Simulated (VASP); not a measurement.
Here is a VASP 6.6.1 calculation.

Contents of INCAR:

```
PREC = Accurate
ENCUT = 600
EDIFF = 1E-6
ISMEAR = -1
SIGMA = 0.05
LREAL = False
LASPH = True
NELM = 60
ALGO = Normal
ISIF = 3
LWAVE = False
LCHARG = False
GGA = PS
IBRION = 2
NSW = 80
EDIFFG = -0.01
```

Contents of KPOINTS:

```
regular mesh
0
Gamma
  4 4 4
```

The input POSCAR:

```
SnTe
1.0
    0.0000000000      3.6111460000      3.6111460000
    3.6111460000      0.0000000000      3.6111460000
    3.6111460000      3.6111460000      0.0000000000
Sn Te
1 1
Direct
    0.0000000000      0.0000000000      0.0000000000
    0.7500000000      0.7500000000      0.7500000000
```

Potentials or basis: VASP PAW PBE potentials, release 64 (Sn_d, Te).

Run with:

```bash
$ cat potpaw_PBE.64/Sn_d/POTCAR potpaw_PBE.64/Te/POTCAR > POTCAR
$ mpirun -np 1 vasp_std > vasp.out
```

Task: Predict the relaxed cell.

Result: a = 4.961 Å, b = 4.961 Å, c = 4.961 Å, α = 60.00°, β = 60.00°, γ = 60.00°.

Task: Estimate the band gap on the k mesh.

Result: Zero (band 10 reaches 3.90 eV, above the bottom of band 11 at 3.68 eV).

Task: Predict the relaxed volume.

Result: 43.16 Å³/atom.

Task: Predict the space group after relaxing (to 0.05 Å).

Result: F-43m (No. 216).

The path:
```csv
step,energy change (eV),largest force (eV/Å),pressure (GPa),volume (Å³)
1,0.0000,0.0000,-1.70,94.18
2,-0.0436,0.0000,-0.28,87.53
3,-0.0447,0.0000,-0.08,86.56
4,-0.0447,0.0000,0.04,86.16
5,-0.0447,0.0000,0.03,86.31
```

Caveat: the k points lie up to 0.39 Å⁻¹ apart in the final cell; the PAW data sets were made with another functional, which shifts forces and pressure a little; spin-orbit coupling is left out, which moves the levels of the heavy elements.
